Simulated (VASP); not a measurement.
Set up this calculation in VASP 6.6.1, as the native input.

- Task: single point
- Functional: PBE
- Potentials or basis: VASP PAW PBE potentials, release 64 (Hf_pv, Se, S)
- Cutoff: 520 eV
- k mesh: 6 × 6 × 2
- Occupations: gaussian, width 0.1 eV
- Spin: no spin polarisation
- Dipole correction: no
- Further INCAR settings: ALGO = Normal; EDIFF = 1e-06; NBANDS = 31

The structure of Hf2SeS3 lies in POSCAR:

```
Hf2SeS3
1.0
    4.3375878900      0.0000000000      0.0000000000
   -2.1687939400      3.7564613000      0.0000000000
    0.0000000000      0.0000000000      7.8545186100
Hf Se S
2 1 3
Direct
    0.6666666700      0.3333333300      0.6786552700
    0.3333333300      0.6666666700      0.3213447300
    0.0000000000      0.0000000000      0.0000000000
    0.0000000000      0.0000000000      0.5000000000
    0.6666666700      0.3333333300      0.3572515000
    0.3333333300      0.6666666700      0.6427485000
```

These files were run (other wordings do the same):

INCAR

```
  PREC = Accurate
  ENCUT = 520
  EDIFF = 1E-6
  ISMEAR = 0
  SIGMA = 0.1
  LREAL = False
  LASPH = True
  NELM = 100
  ALGO = Normal
  ISIF = 2
  LWAVE = False
  LCHARG = False
  GGA = PE
  NBANDS = 31
```

KPOINTS

```
Automatic mesh
0
Gamma
  6 6 2
```

Potentials or basis: VASP PAW PBE potentials, release 64 (Hf_pv, Se, S).

Run with:

```sh
$ cat potpaw_PBE.64/Hf_pv/POTCAR potpaw_PBE.64/Se/POTCAR potpaw_PBE.64/S/POTCAR > POTCAR
$ mpirun -np 1 vasp_std > vasp.out
```

It gave:

| Item | Value |
| --- | --- |
| Pressure | 2.4 GPa |
| Largest force | 1.611 eV/Å |
| Band gap on the k mesh | zero (band 22 reaches 5.07 eV, above the bottom of band 23 at 4.83 eV) |

Caveat: the k points lie up to 0.40 Å⁻¹ apart; spin-orbit coupling is left out, which moves the levels of the heavy elements; forces of over 1 eV/Å act on the atoms, so gaps and moduli don't describe the material at rest.

Wall time 26 s on 1 thread of AMD EPYC 9R45 (Zen 5), with other jobs on the host, peak memory 0.22 GiB.
